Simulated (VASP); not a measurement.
# Si16HC16 (a cell with a defect) in VASP: a series of runs

Si16HC16 (a cell with a defect) is run at these levels: PBE; tasks: single point.

Everything below comes from runs of VASP 6.6.1. Logs are shortened: lines on timing, memory, paths and dates and some standing lists are left out, and cuts for length are marked.

### 1 The cell of the first run

The cell holds a defect, 33 atoms: a = 6.188 Å, b = 6.188 Å, c = 10.129 Å, α = 90.00°, β = 90.00°, γ = 120.00°.

### 2 Single point, PBE

Contents of INCAR:

```
SYSTEM = Si16HC16
ALGO = Normal
EDIFF = 1E-6
ENCUT = 520
GGA = PE
GGA_COMPAT = .FALSE.
ISIF = 2
ISMEAR = -1
LASPH = .TRUE.
LCHARG = .TRUE.
LELF = .TRUE.
LREAL = Auto
LVHAR = .TRUE.
LWAVE = .FALSE.
NBANDS = 86
NELECT = 130.0
NELM = 120
PREC = Accurate
SIGMA = 0.01
```

Contents of KPOINTS:

```
k-points
0
G
  1 1 1
  0 0 0
```

Contents of POSCAR:

```
Si16HC16
1.0
    6.1879230296      0.0000000560      0.0000000000
   -3.0939615633      5.3588985123      0.0000000000
    0.0000000000      0.0000000000     10.1287833600
Si C H
16 16 1
Direct
    0.3274402320      0.1724590690      0.9357749449
    0.1666249040      0.3332884449      0.4367531508
   -0.0002317913     -0.0004236986      0.6886305969
   -0.0017494784     -0.0034699216      0.1863025538
    0.3274366021      0.6549082297      0.9357714226
    0.1675335528      0.8337422452      0.4363957712
   -0.0002316998      0.5001315073      0.6886319436
   -0.0017463038      0.5016750352      0.1863013349
    0.8450082215      0.1724712213      0.9357702519
    0.6661754687      0.3323882150      0.4363953882
    0.4999537544     -0.0000536450      0.6870510404
    0.4999685542     -0.0000401550      0.1833967825
    0.8332893852      0.6666137314      0.9430977017
    0.6661732932      0.8337353838      0.4363964299
    0.5003172044      0.5001260484      0.6886368333
    0.5033824648      0.5016653784      0.1863023303
    0.3338526989      0.1660327064      0.7455824355
    0.1666256451      0.3332911595      0.2471439610
   -0.0003871613     -0.0007427396      0.4983397530
   -0.0031816452     -0.0063342241      0.0009669934
    0.3338573375      0.6677570500      0.7455810184
    0.1678093030      0.8338850071      0.2482822404
   -0.0003871718      0.5003063347      0.4983419642
   -0.0031822734      0.5030888838      0.0009664330
    0.8321418281      0.1660386082      0.7455767651
    0.6660500085      0.3321311432      0.2482821626
    0.4999623803     -0.0000441916      0.4970832784
    0.4999655552     -0.0000500522     -0.0051216734
    0.8332853121      0.6666132696      0.7504665843
    0.6660477487      0.8338711957      0.2482840280
    0.5006537660      0.5003007874      0.4983451713
    0.5062307904      0.5030834866      0.0009639220
    0.1666057870      0.3332723848      0.8848763582
```

Potentials or basis: VASP PAW PBE potentials, release 64 (Si, C, H).

Started as:

```console
$ cat potpaw_PBE.64/Si/POTCAR potpaw_PBE.64/C/POTCAR potpaw_PBE.64/H/POTCAR > POTCAR
$ mpirun -np 1 vasp_gam > vasp.out
```

OUTCAR:

```text
SYSTEM = Si16HC16
   EDIFF = 1E-6
   ENCUT = 520
   GGA = PE
   ISIF = 2
   ISMEAR = -1
   LASPH = .TRUE.
   LREAL = Auto
   NELECT = 130.0
   NELM = 120
   PREC = Accurate

 ion  position               nearest neighbor table
   1  0.327  0.172  0.936-  33 1.80  20 1.89  32 1.89  17 1.93  28 1.94   9 2.99   5 2.99  15 3.06
                             3 3.06   4 3.09  16 3.09  13 3.10  13 3.10  12 3.12  11 3.12
   2  0.167  0.333  0.437-  19 1.90  23 1.90  31 1.90  18 1.92  14 3.09  10 3.09   6 3.09   6 3.09
                            10 3.09  14 3.09  16 3.11   4 3.11   8 3.11   7 3.12  15 3.12   3 3.12
   3  1.000  1.000  0.689-  17 1.88  25 1.88  29 1.89  19 1.93   9 3.06   1 3.06   7 3.09  15 3.09
                            11 3.09  11 3.09  15 3.10   7 3.10   2 3.12  14 3.12   6 3.12  13 3.13
   4  0.998  0.997  0.186-  20 1.88  30 1.89  22 1.89  18 1.91  13 3.03   8 3.06  16 3.06   1 3.09
                             9 3.09  12 3.09  12 3.09   6 3.10  14 3.10   2 3.11  16 3.13   8 3.13
   5  0.327  0.655  0.936-  33 1.80  32 1.89  24 1.89  21 1.93  28 1.94   9 2.99   1 2.99  15 3.06
                             7 3.06   8 3.09  16 3.09  13 3.10  13 3.10  12 3.12  11 3.12
   6  0.168  0.834  0.436-  27 1.88  19 1.89  23 1.89  22 1.91  14 3.09  10 3.09   2 3.09   2 3.09
                             8 3.10   4 3.10  11 3.10  10 3.10  14 3.10   3 3.12   7 3.12  12 3.12
   7  1.000  0.500  0.689-  21 1.88  25 1.88  29 1.89  23 1.93   9 3.06   5 3.06   3 3.09  15 3.09
                            11 3.09  11 3.09  15 3.10   3 3.10   2 3.12  10 3.12   6 3.12  13 3.13
   8  0.998  0.502  0.186-  24 1.88  26 1.89  22 1.89  18 1.91  13 3.03   4 3.06  16 3.06   5 3.09
                             9 3.09  12 3.09  12 3.09   6 3.10  10 3.10   2 3.11  16 3.13   4 3.13
   9  0.845  0.172  0.936-  33 1.80  20 1.89  24 1.89  25 1.93  28 1.94   5 2.99   1 2.99   3 3.06
[... 16 lines left out ...]
  18  0.167  0.333  0.247-   8 1.91  16 1.91   4 1.91   2 1.92
  19  1.000  0.999  0.498-   6 1.89  14 1.89   2 1.90   3 1.93
  20  0.997  0.994  0.001-  13 1.85   4 1.88   9 1.89   1 1.89
  21  0.334  0.668  0.746-  11 1.88  15 1.88   7 1.88   5 1.93
  22  0.168  0.834  0.248-   4 1.89   8 1.89  12 1.90   6 1.91
[... 8 lines left out ...]
  31  0.501  0.500  0.498-  14 1.89  10 1.89   2 1.90  15 1.93
  32  0.506  0.503  0.001-  13 1.85  16 1.88   5 1.89   1 1.89
  33  0.167  0.333  0.885-   9 1.80   5 1.80   1 1.80

  LATTYP: Found a hexagonal cell.
 ALAT       =     6.1879230296
 C/A-ratio  =     1.6368631787

  Lattice vectors:

 A1 = (   6.1879230296,   0.0000000560,   0.0000000000)
 A2 = (  -3.0939615633,   5.3588985123,   0.0000000000)
 A3 = (   0.0000000000,   0.0000000000,  10.1287833600)

Analysis of symmetry for initial positions (statically):
=====================================================================
 Subroutine PRICEL returns:
 Original cell was already a primitive cell.

 Routine SETGRP: Setting up the symmetry group for a
 hexagonal supercell.

 Subroutine GETGRP returns: Found  1 space group operations
 (whereof  1 operations were pure point group operations)
 out of a pool of 24 trial point group operations.
[... 168 lines left out ...]
   ISMEAR =    -1;   SIGMA  =   0.01  broadening in eV -4-tet -1-fermi 0-gaus
   EFERMI_NEDOS =   21; number of points for ismear=-14 and -15
   IALGO  =     38    algorithm
   IMIX   =      4    mixing-type and parameters
     AMIX     =   0.40;   BMIX     =  1.00
     AMIX_MAG =   1.60;   BMIX_MAG =  1.00
  volume/ion in A,a.u.               =      10.18        68.68
  Fermi-wavevector in a.u.,A,eV,Ry     =   1.193063  2.254562 19.366523  1.423399
  Thomas-Fermi vector in A             =   2.329086
   LORBIT       =      0    0 simple, 1 ext, 2 COOP (PROOUT), +10 PAW based schemes
   GGA     = PE    functional components
   LHFCALC =     F    Hartree Fock is set to
   AEXX    =    0.0000 exact exchange contribution
   IVDW    =     0    specifies the selected vdW correction
   LEPSILON=     F    determine dielectric tensor
   LRPA    =     F    only Hartree local field effects (RPA)
 non-spin polarized calculation
  energy-cutoff  :      520.00
  volume of cell :      335.88
 maximum number of plane-waves:      4519
 NGX is ok and might be reduce to    48
   NGX = 23   NGY = 23   NGZ = 37

 number of electron     130.0000003 magnetization

 Free energy of the ion-electron system (eV)
  ---------------------------------------------------
  ext. energy  EPLUGINS =         0.00000000
  ---------------------------------------------------
  free energy    TOTEN  =      -213.85090548 eV

  energy without entropy =     -213.85090548  energy(sigma->0) =     -213.85090548

 E-fermi :   8.6084     XC(G=0): -11.2946

 val. band max:        8.3506838907   @ k =   0.0000   0.0000   0.0000
 cond. band min:      10.2050653323   @ k =   0.0000   0.0000   0.0000
 fundamental gap:      1.8543814416
 Fermi energy:         8.6084492610

 k-point     1 :       0.0000    0.0000    0.0000
  band No.  band energies     occupation
      1      -7.2766      2.00000
      2      -6.1173      2.00000
      3      -6.0368      2.00000
      4      -3.8574      2.00000
      5      -3.8574      2.00000
      6      -3.7848      2.00000
[... 69 lines left out ...]
     76      12.7348      0.00000
     77      13.0383      0.00000
 [bands above 77 left out]

------------------------ aborting loop because EDIFF is reached ----------------------------------------

  FORCE on cell =-STRESS in cart. coord.  units (eV):
  Direction    XX          YY          ZZ          XY          YZ          ZX
  --------------------------------------------------------------------------------------
  -------------------------------------------------------------------------------------
  Total       32.5957659     32.5922926     -0.9259500     -0.0010282      0.0007203      0.0004497
  in kB      155.4869885    155.4704204     -4.4169289     -0.0049045      0.0034358      0.0021452
  external PRESSURE =     102.1801600 kB  Pullay stress =       0.0000000 kB

 VOLUME and BASIS-vectors are now :
 -----------------------------------------------------------------------------
  energy-cutoff  :      520.00
  volume of cell :      335.88
      direct lattice vectors                 reciprocal lattice vectors
     6.187923030  0.000000056  0.000000000     0.161605112  0.093302757  0.000000000
    -3.093961563  5.358898512  0.000000000    -0.000000002  0.186605511  0.000000000
     0.000000000  0.000000000 10.128783360     0.000000000  0.000000000  0.098728541

 POSITION                                       TOTAL-FORCE (eV/Angst)
 -----------------------------------------------------------------------------------
      1.49259      0.92419      9.47826         0.000332     -0.000126      0.002718
     -0.00012      1.78606      4.42378         0.000115     -0.000009      0.002112
      3.09384      5.35663      6.97499        -0.000022      0.003626      0.001931
      3.09387      5.34030      1.88702        -0.000025     -0.000851     -0.001372
     -0.00011      3.50959      9.47823        -0.000031      0.000738      0.002888
     -1.54288      4.46794      4.42016        -0.001597     -0.001059      0.000392
[... 25 lines left out ...]
      1.57600      2.69597      0.00976        -0.007018     -0.004717     -0.012594
     -0.00019      1.78597      8.96272         0.000417      0.000027     -0.004508
 -----------------------------------------------------------------------------------
    total drift:                                0.002276      0.005840      0.087209

  FREE ENERGIE OF THE ION-ELECTRON SYSTEM (eV)
  ---------------------------------------------------
  free  energy   TOTEN  =      -213.8509054841 eV

  energy  without entropy=     -213.8509054840  energy(sigma->0) =     -213.85090548
```

stdout:

```text
POSCAR found type information on POSCAR SiC H
 POSCAR found :  3 types and      33 ions
 scaLAPACK will be used
 LDA part: xc-table for (Slater+PW92), standard interpolation
 POSCAR, INCAR and KPOINTS ok, starting setup
 FFT: planning ... GRIDC
 FFT: planning ... GRID_SOFT
 FFT: planning ... GRID
 WAVECAR not read
 entering main loop
 the old and the new charge density differ
 old charge density:   129.00000 new  130.00000
    0.372E+01
```

Wall time 2.6 min (1 thread of Intel Xeon 8259CL, shared host); peak memory 0.37 GiB.

What came out:

```
Free energy   : -213.8509 eV
Largest force : 0.015 eV/Å
```

Forces in eV/Å, atoms in the order of the input:
```
Si   0.000  0.000  0.003
Si   0.000  0.000  0.002
Si   0.000  0.004  0.002
Si   0.000 -0.001 -0.001
Si   0.000  0.001  0.003
Si  -0.002 -0.001  0.000
Si   0.003 -0.002  0.002
Si  -0.001  0.000 -0.002
Si  -0.001 -0.001  0.003
Si   0.000  0.002  0.001
Si   0.000  0.000 -0.002
Si   0.000  0.000  0.005
Si   0.000  0.000  0.003
Si   0.002 -0.001  0.001
Si  -0.003 -0.002  0.002
Si   0.001  0.000 -0.002
C    0.000  0.002  0.007
C    0.000 -0.001 -0.004
C    0.000  0.009  0.004
C    0.000  0.007 -0.013
C    0.000  0.002  0.007
C   -0.010 -0.006  0.002
C    0.008 -0.004  0.003
C    0.007 -0.004 -0.013
C    0.001  0.001  0.007
C    0.000  0.010  0.002
C    0.000 -0.001 -0.002
C    0.001  0.001 -0.001
C    0.000 -0.001 -0.005
C    0.008 -0.006  0.002
C   -0.007 -0.005  0.002
C   -0.007 -0.005 -0.013
H    0.000  0.000 -0.005
```

Caveat: the k points lie up to 1.17 Å⁻¹ apart, too coarse for converged energies, forces and pressures; the cell carries a net charge on a neutralising background, which shifts energy and pressure; the cell is charged against a uniform background, so pressure and absolute levels hang on convention.

(Part 1 of 4 ends here.)
